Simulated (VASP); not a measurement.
KF, 2 atoms in the cell. It takes space group Fm-3m (No. 225, cubic). The conventional cell has a = 5.421 Å, b = 5.421 Å, c = 5.421 Å, α = 90.00°, β = 90.00°, γ = 90.00°. K (site symmetry m-3m) has 6 F at 2.71 Å within 3.6 Å. F (site symmetry m-3m) has 6 K at 2.71 Å within 3.6 Å. 

| Property | Result |
| --- | --- |
| Program | VASP 6.6.1 |
| Task | relaxation of cell and atoms |
| Functional | LDA |
| Potentials or basis | VASP PAW LDA potentials, release 64 (K_sv, F) |
| Cutoff | 600 eV |
| k mesh | 8 × 8 × 8 |
| Occupations | fermi-dirac, width 0.02 eV |
| Spin | no spin polarisation |
| Dipole correction | no |
| Further INCAR settings | ALGO = Normal; EDIFF = 1e-07; IBRION = 2; EDIFFG = -0.005; NSW = 80; ISIF = 3 |

Potentials or basis: VASP PAW LDA potentials, release 64 (K_sv, F).

Run with:

```bash
$ cat potpaw_LDA.64/K_sv/POTCAR potpaw_LDA.64/F/POTCAR > POTCAR
$ mpirun -np 1 vasp_std > vasp.out
```

Hardware: 1 thread of Intel(R) Xeon(R) Platinum 8488C (Sapphire Rapids), with other jobs on the host.

Problem. Estimate the wall time of this run.

Solution. Run time: 33 s on 1 thread of Intel(R) Xeon(R) Platinum 8488C (Sapphire Rapids) (shared host), peak memory 0.17 GiB. Counts: scf iterations 39, k points 29, ion steps 4.
